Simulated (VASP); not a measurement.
# Nb2InSe (P-6m2) in VASP: single point with PBE

Aim: the single point of Nb2InSe with PBE.

Everything below comes from runs of VASP 6.6.1. Logs are shortened: lines on timing, memory, paths and dates and some standing lists are left out, and cuts for length are marked.

### Step 1. The cell of the first run

Symmetry: P-6m2, No. 187, hexagonal system. The conventional cell has a = 3.222 Å, b = 3.222 Å, c = 8.468 Å, α = 90.00°, β = 90.00°, γ = 120.00°. Nb (site symmetry 3m) has 3 Se at 2.63 Å and 3 In at 3.02 Å and 6 Nb at 3.22 Å within 3.5 Å. In (site symmetry -6m2) has 6 Nb at 3.02 Å and 6 In at 3.22 Å within 4.0 Å. Se (site symmetry -6m2) has 6 Nb at 2.63 Å and 6 Se at 3.22 Å within 3.5 Å.

### Step 2. Single point, PBE

POSCAR reads:

```
Nb2InSe
1.0
    3.2221014086      0.0000000000      0.0000000000
   -1.6110507043      2.7904216734      0.0000000000
    0.0000000000      0.0000000000      8.4680939954
Nb In Se
2 1 1
Direct
    0.6666666667      0.3333333333      0.7191699779
    0.6666666667      0.3333333333      0.2808300221
    0.0000000000      0.0000000000      0.0000000000
    0.3333333333      0.6666666667      0.5000000000
```

INCAR.step1 reads:

```
SYSTEM = Nb2InSe
PREC = Accurate ; ENCUT = 520
EDIFF = 1E-6 ; ISMEAR = 0
SIGMA = 0.1 ; LREAL = .False.
LASPH = .True. ; NELM = 100
ALGO = Normal ; ISIF = 2
LWAVE = .False. ; LCHARG = .True.
LMAXMIX = 4 ; GGA = PE
NBANDS = 30
```

KPOINTS.step1 reads:

```
Automatic mesh
0
Gamma
  18 18 6
  0 0 0
```

INCAR.step2 reads:

```
SYSTEM = Nb2InSe
PREC = Accurate ; ENCUT = 520
EDIFF = 1E-6 ; ISMEAR = -5
SIGMA = 0.1 ; LREAL = .False.
LASPH = .True. ; NELM = 100
ALGO = Normal ; ISIF = 2
LWAVE = .False. ; LCHARG = .False.
LMAXMIX = 4 ; GGA = PE
LORBIT = 11 ; NBANDS = 30
NEDOS = 1001 ; ICHARG = 11
```

KPOINTS.step2 reads:

```
Automatic mesh
0
Gamma
  27 27 9
  0 0 0
```

Potentials or basis: VASP PAW PBE potentials, release 64 (Nb_sv, In_d, Se).

Started as:

```
> cat potpaw_PBE.64/Nb_sv/POTCAR potpaw_PBE.64/In_d/POTCAR potpaw_PBE.64/Se/POTCAR > POTCAR
> cp INCAR.step1 INCAR
> cp KPOINTS.step1 KPOINTS
> mpirun -np 1 vasp_std > vasp.out
> cp INCAR.step2 INCAR
> cp KPOINTS.step2 KPOINTS
> mpirun -np 1 vasp_std > vasp.out
```

OUTCAR:

```text
SYSTEM = Nb2InSe
   PREC = Accurate
   ENCUT = 520
   EDIFF = 1E-6
   ISMEAR = -5
   LREAL = .False.
   LASPH = .True.
   NELM = 100
   ISIF = 2
   GGA = PE
   LORBIT = 11
   ICHARG = 11

 ion  position               nearest neighbor table
   1  0.667  0.333  0.719-   4 2.63   4 2.63   4 2.63   3 3.02   3 3.02   3 3.02
   2  0.667  0.333  0.281-   4 2.63   4 2.63   4 2.63   3 3.02   3 3.02   3 3.02
   3  0.000  0.000  0.000-   1 3.02   2 3.02   1 3.02   2 3.02   1 3.02   2 3.02
   4  0.333  0.667  0.500-   1 2.63   2 2.63   1 2.63   2 2.63   1 2.63   2 2.63

  LATTYP: Found a hexagonal cell.
 ALAT       =     3.2221014086
 C/A-ratio  =     2.6281277097

  Lattice vectors:

 A1 = (   3.2221014086,   0.0000000000,   0.0000000000)
 A2 = (  -1.6110507043,   2.7904216734,   0.0000000000)
 A3 = (   0.0000000000,   0.0000000000,   8.4680939954)

Analysis of symmetry for initial positions (statically):
=====================================================================
 Subroutine PRICEL returns:
 Original cell was already a primitive cell.

 Routine SETGRP: Setting up the symmetry group for a
 hexagonal supercell.

 Subroutine GETGRP returns: Found 12 space group operations
 (whereof 12 operations were pure point group operations)
 out of a pool of 24 trial point group operations.

The static configuration has the point symmetry D_3h.

Analysis of symmetry for dynamics (positions and initial velocities):
=====================================================================
 Subroutine PRICEL returns:
 Original cell was already a primitive cell.

 Routine SETGRP: Setting up the symmetry group for a
 hexagonal supercell.

 Subroutine GETGRP returns: Found 12 space group operations
 (whereof 12 operations were pure point group operations)
 out of a pool of 24 trial point group operations.

The dynamic configuration has the point symmetry D_3h.

 Subroutine INISYM returns: Found 12 space group operations
 (whereof 12 operations are pure point group operations),
 and found     1 'primitive' translations

----------------------------------------------------------------------------------------

                                     Primitive cell

  volume of cell :      76.1368

  direct lattice vectors                    reciprocal lattice vectors
     3.222101409  0.000000000  0.000000000     0.310356464  0.179184388  0.000000000
    -1.611050704  2.790421673  0.000000000     0.000000000  0.358368776  0.000000000
     0.000000000  0.000000000  8.468093995     0.000000000  0.000000000  0.118090328

  length of vectors
     3.222101409  3.222101409  8.468093995     0.358368776  0.358368776  0.118090328

  position of ions in fractional coordinates (direct lattice)
     0.666666667  0.333333333  0.719169978
     0.666666667  0.333333333  0.280830022
     0.000000000  0.000000000  0.000000000
     0.333333333  0.666666667  0.500000000

  ion indices of the primitive-cell ions
   primitive index   ion index
                 1           1
                 2           2
                 3           3
                 4           4

----------------------------------------------------------------------------------------

 KPOINTS: Automatic mesh

Automatic generation of k-mesh.
 Grid dimensions read from file:
 generate k-points for:   27   27    9

 Generating k-lattice:

  Cartesian coordinates                     Fractional coordinates (reciprocal lattice)
     0.011494684  0.006636459  0.000000000     0.037037037  0.000000000  0.000000000
     0.000000000  0.013272918  0.000000000     0.000000000  0.037037037  0.000000000
     0.000000000  0.000000000  0.013121148     0.000000000  0.000000000  0.111111111

  Length of vectors
     0.013272918  0.013272918  0.013121148

  Shift w.r.t. Gamma in fractional coordinates (k-lattice)
     0.000000000  0.000000000  0.000000000

 TETIRR: Found   6288 inequivalent tetrahedra from    39366

 Subroutine IBZKPT returns following result:
 ===========================================

 Found    375 irreducible k-points:

 Following reciprocal coordinates:
            Coordinates               Weight
  0.000000  0.000000  0.000000      1.000000
  0.037037  0.000000  0.000000      6.000000
  0.074074  0.000000  0.000000      6.000000
  0.111111  0.000000  0.000000      6.000000
  0.148148  0.000000  0.000000      6.000000
  0.185185  0.000000  0.000000      6.000000
[... 16 lines left out ...]
  0.333333  0.037037  0.000000     12.000000
  0.370370  0.037037  0.000000     12.000000
 [... further k-points ...]
   k-points           NKPTS =    375   k-points in BZ     NKDIM =    375   number of bands    NBANDS=     30
   number of dos      NEDOS =   1001   number of ions     NIONS =      4
   total plane-waves  NPLWV =  36864
   dimension x,y,z NGX =    24 NGY =   24 NGZ =   64
   dimension x,y,z NGXF=    48 NGYF=   48 NGZF=  128
   ions per type =               2   1   1
   NGX,Y,Z   is equivalent  to a cutoff of  12.38, 12.38, 12.56 a.u.
   NGXF,Y,Z  is equivalent  to a cutoff of  24.77, 24.77, 25.13 a.u.
 SYSTEM =  Nb2InSe
   PREC   = accura    normal or accurate (medium, high low for compatibility)
   ISTART =      0    job   : 0-new  1-cont  2-samecut
   ICHARG =     11    charge: 1-file 2-atom 10-const
   ISPIN  =      1    spin polarized calculation?
   LNONCOLLINEAR =      F non collinear calculations
   LSORBIT =      F    spin-orbit coupling
   LASPH  =      T    aspherical Exc in radial PAW
   ENCUT  =  520.0 eV  38.22 Ry    6.18 a.u.   5.99  5.99 15.75*2*pi/ulx,y,z
   NELM   =    100;   NELMIN=  2; NELMDL=  0     # of ELM steps
   EDIFF  = 0.1E-05   stopping-criterion for ELM
   LREAL  =      F    real-space projection
   EDIFFG = 0.1E-04   stopping-criterion for IOM
   NSW    =      0    number of steps for IOM
   IBRION =     -1    ionic relax: 0-MD 1-quasi-New 2-CG
   NFREE  =      0    steps in history (QN), initial steepest desc. (CG)
   ISIF   =      2    stress and relaxation
   ISYM   =      2    0-nonsym 1-usesym 2-fastsym
   POTIM  = 0.5000    time-step for ionic-motion
   TEBEG  =    0.0;   TEEND  =   0.0 temperature during run
   PSTRESS=    0.0 pullay stress
   NELECT =      45.0000    total number of electrons
   NUPDOWN=      -1.0000    fix difference up-down
   EMIN   =  10.00;   EMAX   =-10.00  energy-range for DOS
   EFERMI =   0.00;   METHOD = LEGACY
   ISMEAR =    -5;   SIGMA  =   0.10  broadening in eV -4-tet -1-fermi 0-gaus
   EFERMI_NEDOS =   21; number of points for ismear=-14 and -15
   IALGO  =     38    algorithm
   IMIX   =      4    mixing-type and parameters
     AMIX     =   0.40;   BMIX     =  1.00
     AMIX_MAG =   1.60;   BMIX_MAG =  1.00
  volume/ion in A,a.u.               =      19.03       128.45
  Fermi-wavevector in a.u.,A,eV,Ry     =   1.373876  2.596249 25.681464  1.887534
  Thomas-Fermi vector in A             =   2.499353
   LORBIT       =     11    0 simple, 1 ext, 2 COOP (PROOUT), +10 PAW based schemes
   GGA     = PE    functional components
   LHFCALC =     F    Hartree Fock is set to
   AEXX    =    0.0000 exact exchange contribution
   IVDW    =     0    specifies the selected vdW correction
   LEPSILON=     F    determine dielectric tensor
   LRPA    =     F    only Hartree local field effects (RPA)
 non-spin polarized calculation
 Fermi weights with tetrahedron method with Bloechl corrections
  energy-cutoff  :      520.00
  volume of cell :       76.14
 maximum number of plane-waves:      2088
 NGX is ok and might be reduce to    24

 number of electron      45.0000004 magnetization

 Free energy of the ion-electron system (eV)
  ---------------------------------------------------
  ext. energy  EPLUGINS =         0.00000000
  ---------------------------------------------------
  free energy    TOTEN  =       -27.57292854 eV

  energy without entropy =      -27.57292854  energy(sigma->0) =      -27.57292854

 E-fermi :  10.1906     XC(G=0): -11.7630

 val. band max:       10.2122676114   @ k =   0.1111   0.0370   0.2222
 cond. band min:      10.1770428054   @ k =   0.2222   0.1481   0.4444
 fundamental gap:     -0.0352248059
 Fermi energy:        10.1906053193

 k-point     1 :       0.0000    0.0000    0.0000
  band No.  band energies     occupation
      1     -45.1220      2.00000
      2     -45.1190      2.00000
      3     -21.4160      2.00000
      4     -21.3321      2.00000
      5     -20.8964      2.00000
      6     -20.8964      2.00000
[... 22 lines left out ...]
     29      13.0312      0.00000
     30      14.0749      0.00000

 k-point     2 :       0.0370    0.0000    0.0000
  band No.  band energies     occupation
      1     -45.1213      2.00000
      2     -45.1183      2.00000
      3     -21.4147      2.00000
      4     -21.3311      2.00000
      5     -20.9029      2.00000
      6     -20.8982      2.00000
[... 22 lines left out ...]
     29      13.0633      0.00000
     30      14.1934      0.00000

 k-point     3 :       0.0741    0.0000    0.0000
  band No.  band energies     occupation
      1     -45.1193      2.00000
      2     -45.1163      2.00000
      3     -21.4107      2.00000
      4     -21.3282      2.00000
      5     -20.9220      2.00000
      6     -20.9168      2.00000
[... 22 lines left out ...]
     29      13.1494      0.00000
     30      14.4503      0.00000

 k-point     4 :       0.1111    0.0000    0.0000
  band No.  band energies     occupation
      1     -45.1161      2.00000
      2     -45.1131      2.00000
      3     -21.4044      2.00000
      4     -21.3234      2.00000
      5     -20.9525      2.00000
      6     -20.9465      2.00000
[... 22 lines left out ...]
     29      13.2651      0.00000
     30      14.7138      0.00000

 k-point     5 :       0.1481    0.0000    0.0000
  band No.  band energies     occupation
      1     -45.1118      2.00000
      2     -45.1088      2.00000
      3     -21.3960      2.00000
      4     -21.3172      2.00000
      5     -20.9926      2.00000
      6     -20.9856      2.00000
[... 22 lines left out ...]
     29      13.3827      0.00000
     30      14.8995      0.00000
[... 526 lines left out ...]
     29      13.5199      0.00000
     30      14.2195      0.00000

 k-point    22 :       0.2963    0.0370    0.0000
  band No.  band energies     occupation
      1     -45.0862      2.00000
      2     -45.0834      2.00000
      3     -21.3463      2.00000
      4     -21.2802      2.00000
      5     -21.2229      2.00000
      6     -21.2105      2.00000
[... 22 lines left out ...]
     29      13.7241      0.00000
     30      13.8343      0.00000

 k-point    23 :       0.3333    0.0370    0.0000
  band No.  band energies     occupation
      1     -45.0811      2.00000
      2     -45.0784      2.00000
      3     -21.3371      2.00000
      4     -21.2749      2.00000
      5     -21.2671      2.00000
      6     -21.2524      2.00000
[... 22 lines left out ...]
     29      13.6112      0.00000
     30      14.0016      0.00000

 k-point    24 :       0.3704    0.0370    0.0000
  band No.  band energies     occupation
      1     -45.0768      2.00000
      2     -45.0741      2.00000
      3     -21.3320      2.00000
      4     -21.3013      2.00000
      5     -21.2943      2.00000
      6     -21.2634      2.00000
[... 22 lines left out ...]
     29      13.5434      0.00000
     30      14.2741      0.00000

 [... further k-points ...]

------------------------ aborting loop because EDIFF is reached ----------------------------------------

  FORCE on cell =-STRESS in cart. coord.  units (eV):
  Direction    XX          YY          ZZ          XY          YZ          ZX
  --------------------------------------------------------------------------------------
  -------------------------------------------------------------------------------------
  Total       -0.1133598     -0.1133598     -0.0446075     -0.0000000     -0.0000000      0.0000000
  in kB       -2.3854752     -2.3854752     -0.9386940     -0.0000000     -0.0000000      0.0000000
  external PRESSURE =      -1.9032148 kB  Pullay stress =       0.0000000 kB

 VOLUME and BASIS-vectors are now :
 -----------------------------------------------------------------------------
  energy-cutoff  :      520.00
  volume of cell :       76.14
      direct lattice vectors                 reciprocal lattice vectors
     3.222101409  0.000000000  0.000000000     0.310356464  0.179184388  0.000000000
    -1.611050704  2.790421673  0.000000000     0.000000000  0.358368776  0.000000000
     0.000000000  0.000000000  8.468093995     0.000000000  0.000000000  0.118090328

 POSITION                                       TOTAL-FORCE (eV/Angst)
 -----------------------------------------------------------------------------------
      1.61105      0.93014      6.09000        -0.000000      0.000000     -0.004422
      1.61105      0.93014      2.37810        -0.000000      0.000000      0.004422
      0.00000      0.00000      0.00000         0.000000     -0.000000     -0.000000
     -0.00000      1.86028      4.23405         0.000000     -0.000000     -0.000000
 -----------------------------------------------------------------------------------
    total drift:                               -0.003896      0.002249      0.000000

  FREE ENERGIE OF THE ION-ELECTRON SYSTEM (eV)
  ---------------------------------------------------
  free  energy   TOTEN  =       -27.5729285428 eV

  energy  without entropy=      -27.5729285428  energy(sigma->0) =      -27.57292854

 total charge

# of ion       s       p       d       tot
------------------------------------------
    1        2.145   5.993   2.454  10.592
    2        2.145   5.993   2.454  10.592
    3        0.890   0.772   9.864  11.526
    4        1.432   2.442   0.114   3.987
--------------------------------------------------
tot          6.612  15.199  14.885  36.696
```

Wall time 5 min (1 thread of Intel Xeon 6975P-C (Granite Rapids), shared host); peak memory 0.84 GiB.

Results:

| Property | Result |
| --- | --- |
| Valence electrons inside the program's atomic spheres | Nb 10.59; In 11.53; Se 3.99 |

Levels at points of the mesh, in eV from the Fermi level:
```
           k point  band 20  band 21  band 22  band 23  band 24  band 25  band 26  band 27
(0.00, 0.00, 0.00)    -2.20    -0.73    -0.26    -0.26     0.41     0.41     1.40     1.40
```

Caveat: spin-orbit coupling is left out, which moves the levels of the heavy elements.
